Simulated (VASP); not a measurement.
# Ca (Fm-3m) in VASP: a series of runs

Ca is run at these levels: PBEsol; tasks: electric field gradients.

All numbers are computed with VASP 6.6.1; they aren't measurements. Logs are shortened: lines on timing, memory, paths and dates and some standing lists are left out, and cuts for length are marked.

## 1. The cell of the first run

It takes space group Fm-3m (No. 225, cubic). Conventional cell: a = 5.474 Å, b = 5.474 Å, c = 5.474 Å, α = 90.00°, β = 90.00°, γ = 90.00°. Ca (site symmetry m-3m) has 12 Ca at 3.87 Å within 5.1 Å.

## 2. Electric field gradients, PBEsol (41.01 Å³/atom)

The input, INCAR:

```
PREC = Accurate
ENCUT = 520
EDIFF = 1E-8
ISMEAR = -1
SIGMA = 0.05
LREAL = False
LASPH = True
NELM = 80
ALGO = Normal
ISIF = 2
LWAVE = False
LCHARG = False
GGA = PS
LEFG = True
NBANDS = 11
```

The input, KPOINTS:

```
Automatic mesh
0
Gamma
  11 11 11
```

The input, POSCAR:

```
Ca
1.0
    0.0000000000      2.7371595050      2.7371595050
    2.7371595050      0.0000000000      2.7371595050
    2.7371595050      2.7371595050      0.0000000000
Ca
1
Direct
    0.0000000000      0.0000000000      0.0000000000
```

Potentials or basis: VASP PAW PBE potentials, release 64 (Ca_sv).

The run is started by

```
$ cat potpaw_PBE.64/Ca_sv/POTCAR > POTCAR
$ mpirun -np 1 vasp_std > vasp.out
```

OUTCAR:

```text
PREC = Accurate
   ENCUT = 520
   EDIFF = 1E-8
   ISMEAR = -1
   LREAL = False
   LASPH = True
   NELM = 80
   ISIF = 2
   GGA = PS

 ion  position               nearest neighbor table
   1  0.000  0.000  0.000-

  LATTYP: Found a face centered cubic cell.
 ALAT       =     5.4743190100

  Lattice vectors:

 A1 = (   0.0000000000,   2.7371595050,   2.7371595050)
 A2 = (   2.7371595050,   0.0000000000,   2.7371595050)
 A3 = (   2.7371595050,   2.7371595050,   0.0000000000)

Analysis of symmetry for initial positions (statically):
=====================================================================
 Subroutine PRICEL returns:
 Original cell was already a primitive cell.

 Routine SETGRP: Setting up the symmetry group for a
 face centered cubic supercell.

 Subroutine GETGRP returns: Found 48 space group operations
 (whereof 48 operations were pure point group operations)
 out of a pool of 48 trial point group operations.

The static configuration has the point symmetry O_h .

Analysis of symmetry for dynamics (positions and initial velocities):
=====================================================================
 Subroutine PRICEL returns:
 Original cell was already a primitive cell.

 Routine SETGRP: Setting up the symmetry group for a
 face centered cubic supercell.

 Subroutine GETGRP returns: Found 48 space group operations
 (whereof 48 operations were pure point group operations)
 out of a pool of 48 trial point group operations.

The dynamic configuration has the point symmetry O_h .

 Subroutine INISYM returns: Found 48 space group operations
 (whereof 48 operations are pure point group operations),
 and found     1 'primitive' translations

----------------------------------------------------------------------------------------

                                     Primitive cell

  volume of cell :      41.0138

  direct lattice vectors                    reciprocal lattice vectors
     0.000000000  2.737159505  2.737159505    -0.182671123  0.182671123  0.182671123
[... 124 lines left out ...]
 Free energy of the ion-electron system (eV)
  ---------------------------------------------------
  ext. energy  EPLUGINS =         0.00000000
  ---------------------------------------------------
  free energy    TOTEN  =        -2.13964006 eV

  energy without entropy =       -2.12876684  energy(sigma->0) =       -2.13420345

 E-fermi :   1.9985     XC(G=0):  -7.9011

 val. band max:        1.9359288770   @ k =  -0.4545   0.1818   0.0000
 cond. band min:       2.0054269970   @ k =  -0.3636   0.3636   0.0909
 fundamental gap:      0.0694981200
 Fermi energy:         1.9985153764

 k-point     1 :       0.0000    0.0000    0.0000
  band No.  band energies     occupation
      1     -39.7717      2.00000
      2     -20.7599      2.00000
      3     -20.7599      2.00000
      4     -20.7599      2.00000
      5      -2.0820      2.00000
      6       4.3671      0.00000
      7       4.3671      0.00000
      8       4.3671      0.00000
      9       5.4832      0.00000
     10       5.4832      0.00000
     11      11.2545      0.00000
[... 309 lines left out ...]
 k-point    24 :      -0.1818    0.1818    0.0000
  band No.  band energies     occupation
      1     -39.7611      2.00000
      2     -20.8460      2.00000
      3     -20.7962      2.00000
      4     -20.7709      2.00000
      5      -0.6331      2.00000
      6       3.3321      0.00000
      7       4.1093      0.00000
      8       4.8884      0.00000
      9       4.9561      0.00000
     10       5.9888      0.00000
     11       9.6620      0.00000

 [... further k-points ...]

------------------------ aborting loop because EDIFF is reached ----------------------------------------

  FORCE on cell =-STRESS in cart. coord.  units (eV):
  Direction    XX          YY          ZZ          XY          YZ          ZX
  --------------------------------------------------------------------------------------
  -------------------------------------------------------------------------------------
  Total       -0.0469617     -0.0469617     -0.0469617      0.0000000      0.0000000      0.0000000
  in kB       -1.8345251     -1.8345251     -1.8345251      0.0000000      0.0000000      0.0000000
  external PRESSURE =      -1.8345251 kB  Pullay stress =       0.0000000 kB

 VOLUME and BASIS-vectors are now :
 -----------------------------------------------------------------------------
  energy-cutoff  :      520.00
  volume of cell :       41.01
      direct lattice vectors                 reciprocal lattice vectors
     0.000000000  2.737159505  2.737159505    -0.182671123  0.182671123  0.182671123
     2.737159505  0.000000000  2.737159505     0.182671123 -0.182671123  0.182671123
     2.737159505  2.737159505  0.000000000     0.182671123  0.182671123 -0.182671123

 POSITION                                       TOTAL-FORCE (eV/Angst)
 -----------------------------------------------------------------------------------
      0.00000      0.00000      0.00000        -0.000000     -0.000000     -0.000000
 -----------------------------------------------------------------------------------
    total drift:                               -0.000000     -0.000000      0.000000

  FREE ENERGIE OF THE ION-ELECTRON SYSTEM (eV)
  ---------------------------------------------------
  free  energy   TOTEN  =        -2.1396400589 eV

  energy  without entropy=       -2.1287668448  energy(sigma->0) =       -2.13420345

 Electric field gradients (V/A^2)
---------------------------------------------------------------------
 ion       V_xx      V_yy      V_zz      V_xy      V_xz      V_yz
---------------------------------------------------------------------
   1       0.000    -0.000    -0.000    -0.000    -0.000    -0.000
---------------------------------------------------------------------

 Electric field gradients after diagonalization (V/A^2)
 (convention: |V_zz| > |V_xx| > |V_yy|)
----------------------------------------------------------------------
 ion       V_xx      V_yy      V_zz     asymmetry (V_yy - V_xx)/ V_zz
----------------------------------------------------------------------
   1       0.000     0.000    -0.000       0.000
----------------------------------------------------------------------

           NMR quadrupolar parameters

 Cq : quadrupolar parameter    Cq=e*Q*V_zz/h
 eta: asymmetry parameters     (V_yy - V_xx)/ V_zz
 Q  : nuclear electric quadrupole moment in mb (millibarn)
----------------------------------------------------------------------
 ion       Cq(MHz)       eta       Q (mb)
----------------------------------------------------------------------
   1      -0.000       0.000       1.000
----------------------------------------------------------------------
```

stdout:

```text
POSCAR found type information on POSCAR Ca
 POSCAR found :  1 types and       1 ions
 scaLAPACK will be used
 -----------------------------------------------------------------------------
|                                                                             |
|                                                                             |
|     You enforced a specific xc type in the INCAR file but a different       |
|     I HOPE YOU KNOW WHAT YOU ARE DOING!                                     |
|                                                                             |
 -----------------------------------------------------------------------------

 LDA part: xc-table for (Slater+PW92), standard interpolation
 POSCAR, INCAR and KPOINTS ok, starting setup
 FFT: planning ... GRIDC
 FFT: planning ... GRID_SOFT
 FFT: planning ... GRID
 WAVECAR not read
 entering main loop
ion   1
```

It took 26 s on 1 thread of Intel Xeon Platinum 8259CL at 2.50GHz (Skylake/Cascade Lake), shared host; peak memory 0.17 GiB.

Results:

```
Free energy                             : -2.1396 eV
Pressure                                : -0.2 GPa
Band gap on the k mesh                  : zero (bands 5 and 6 overlap by 0.24 eV)
Largest electric field gradient by atom : under 0.05 V/Å² on every atom
```

Caveat: the PAW data sets were made with another functional, which shifts forces and pressure a little.

## 3. Electric field gradients, PBEsol (41.89 Å³/atom)

This run uses another cell than the first one, of 41.89 Å³/atom.

The input, INCAR:

```
SYSTEM = Ca
ALGO = Normal ; EDIFF = 1E-8
ENCUT = 520 ; GGA = PS
ISIF = 2 ; ISMEAR = -1
LASPH = .TRUE. ; LCHARG = .FALSE.
LEFG = .TRUE. ; LREAL = .FALSE.
LWAVE = .FALSE. ; NBANDS = 11
NELM = 80 ; PREC = Accurate
SIGMA = 0.05
```

The input, KPOINTS:

```
k-points
0
G
  11 11 11
  0 0 0
```

The input, POSCAR:

```
Ca
1.0
    0.0000000000      2.7564359112      2.7564359112
    2.7564359112      0.0000000000      2.7564359112
    2.7564359112      2.7564359112      0.0000000000
Ca
1
Direct
    0.0000000000      0.0000000000      0.0000000000
```

Potentials or basis: VASP PAW PBE potentials, release 64 (Ca_sv).

The run is started by

```
$ cat potpaw_PBE.64/Ca_sv/POTCAR > POTCAR
$ mpirun -np 1 vasp_std > vasp.out
```

OUTCAR:

```text
SYSTEM = Ca
   EDIFF = 1E-8
   ENCUT = 520
   GGA = PS
   ISIF = 2
   ISMEAR = -1
   LASPH = .TRUE.
   LREAL = .FALSE.
   NELM = 80
   PREC = Accurate

 ion  position               nearest neighbor table
   1  0.000  0.000  0.000-

  LATTYP: Found a face centered cubic cell.
 ALAT       =     5.5128718224

  Lattice vectors:

 A1 = (   0.0000000000,   2.7564359112,   2.7564359112)
 A2 = (   2.7564359112,   0.0000000000,   2.7564359112)
 A3 = (   2.7564359112,   2.7564359112,   0.0000000000)

Analysis of symmetry for initial positions (statically):
=====================================================================
 Subroutine PRICEL returns:
 Original cell was already a primitive cell.

 Routine SETGRP: Setting up the symmetry group for a
 face centered cubic supercell.

 Subroutine GETGRP returns: Found 48 space group operations
 (whereof 48 operations were pure point group operations)
 out of a pool of 48 trial point group operations.

The static configuration has the point symmetry O_h .

Analysis of symmetry for dynamics (positions and initial velocities):
=====================================================================
 Subroutine PRICEL returns:
 Original cell was already a primitive cell.

 Routine SETGRP: Setting up the symmetry group for a
 face centered cubic supercell.

 Subroutine GETGRP returns: Found 48 space group operations
 (whereof 48 operations were pure point group operations)
 out of a pool of 48 trial point group operations.

The dynamic configuration has the point symmetry O_h .
[... 158 lines left out ...]
      5      -2.1277      2.00000
      6       4.2558      0.00000
      7       4.2558      0.00000
      8       4.2558      0.00000
      9       5.3443      0.00000
     10       5.3443      0.00000
     11      11.0797      0.00000
[... 309 lines left out ...]
 k-point    24 :      -0.1818    0.1818    0.0000
  band No.  band energies     occupation
      1     -39.8949      2.00000
      2     -20.9752      2.00000
      3     -20.9292      2.00000
      4     -20.9058      2.00000
      5      -0.7017      2.00000
      6       3.2398      0.00000
      7       4.0033      0.00000
      8       4.7657      0.00000
      9       4.8312      0.00000
     10       5.8364      0.00000
     11       9.4315      0.00000

 [... further k-points ...]

------------------------ aborting loop because EDIFF is reached ----------------------------------------

  FORCE on cell =-STRESS in cart. coord.  units (eV):
  Direction    XX          YY          ZZ          XY          YZ          ZX
  --------------------------------------------------------------------------------------
  -------------------------------------------------------------------------------------
  Total       -0.1409371     -0.1409371     -0.1409371      0.0000000      0.0000000     -0.0000000
  in kB       -5.3909113     -5.3909113     -5.3909113      0.0000000      0.0000000     -0.0000000
  external PRESSURE =      -5.3909113 kB  Pullay stress =       0.0000000 kB

 VOLUME and BASIS-vectors are now :
 -----------------------------------------------------------------------------
  energy-cutoff  :      520.00
  volume of cell :       41.89
      direct lattice vectors                 reciprocal lattice vectors
     0.000000000  2.756435911  2.756435911    -0.181393661  0.181393661  0.181393661
     2.756435911  0.000000000  2.756435911     0.181393661 -0.181393661  0.181393661
     2.756435911  2.756435911  0.000000000     0.181393661  0.181393661 -0.181393661

 POSITION                                       TOTAL-FORCE (eV/Angst)
 -----------------------------------------------------------------------------------
      0.00000      0.00000      0.00000         0.000000      0.000000      0.000000
 -----------------------------------------------------------------------------------
    total drift:                               -0.000000     -0.000000      0.000000

  FREE ENERGIE OF THE ION-ELECTRON SYSTEM (eV)
  ---------------------------------------------------
  free  energy   TOTEN  =        -2.1378332010 eV

  energy  without entropy=       -2.1268609978  energy(sigma->0) =       -2.13234710

 Electric field gradients (V/A^2)
---------------------------------------------------------------------
 ion       V_xx      V_yy      V_zz      V_xy      V_xz      V_yz
---------------------------------------------------------------------
   1       0.000     0.000    -0.000     0.000     0.000     0.000
---------------------------------------------------------------------

 Electric field gradients after diagonalization (V/A^2)
 (convention: |V_zz| > |V_xx| > |V_yy|)
----------------------------------------------------------------------
 ion       V_xx      V_yy      V_zz     asymmetry (V_yy - V_xx)/ V_zz
----------------------------------------------------------------------
   1      -0.000    -0.000     0.000       0.000
----------------------------------------------------------------------

           NMR quadrupolar parameters

 Cq : quadrupolar parameter    Cq=e*Q*V_zz/h
 eta: asymmetry parameters     (V_yy - V_xx)/ V_zz
 Q  : nuclear electric quadrupole moment in mb (millibarn)
----------------------------------------------------------------------
 ion       Cq(MHz)       eta       Q (mb)
----------------------------------------------------------------------
   1       0.000       0.000       1.000
----------------------------------------------------------------------
```

stdout:

```text
POSCAR found type information on POSCAR Ca
 POSCAR found :  1 types and       1 ions
 scaLAPACK will be used
 -----------------------------------------------------------------------------
|                                                                             |
|                                                                             |
|     You enforced a specific xc type in the INCAR file but a different       |
|     I HOPE YOU KNOW WHAT YOU ARE DOING!                                     |
|                                                                             |
 -----------------------------------------------------------------------------

 LDA part: xc-table for (Slater+PW92), standard interpolation
 POSCAR, INCAR and KPOINTS ok, starting setup
 FFT: planning ... GRIDC
 FFT: planning ... GRID_SOFT
 FFT: planning ... GRID
 WAVECAR not read
 entering main loop
ion   1
```

Run time: 26 s. Hardware: 1 thread of Intel Xeon Platinum 8259CL at 2.50GHz (Skylake/Cascade Lake), shared host; peak memory 0.18 GiB.

What came out:

```
Free energy                             : -2.1378 eV
Pressure                                : -0.5 GPa
Band gap on the k mesh                  : zero (bands 5 and 6 overlap by 0.26 eV)
Largest electric field gradient by atom : under 0.05 V/Å² on every atom
```

Levels at points of the mesh, in eV from the Fermi level:
| k point | band 1 | band 2 | band 3 | band 4 | band 5 | band 6 | band 7 | band 8 | band 9 | band 10 |
| --- | --- | --- | --- | --- | --- | --- | --- | --- | --- | --- |
| (0.00, 0.00, 0.00) | -41.82 | -22.81 | -22.81 | -22.81 | -4.04 | 2.34 | 2.34 | 2.34 | 3.43 | 3.43 |

Caveat: the PAW data sets were made with another functional, which shifts forces and pressure a little.

(Part 1 of 2 ends here.)

The gap in the log of VASP goes by the Fermi energy; the results here count the filled bands.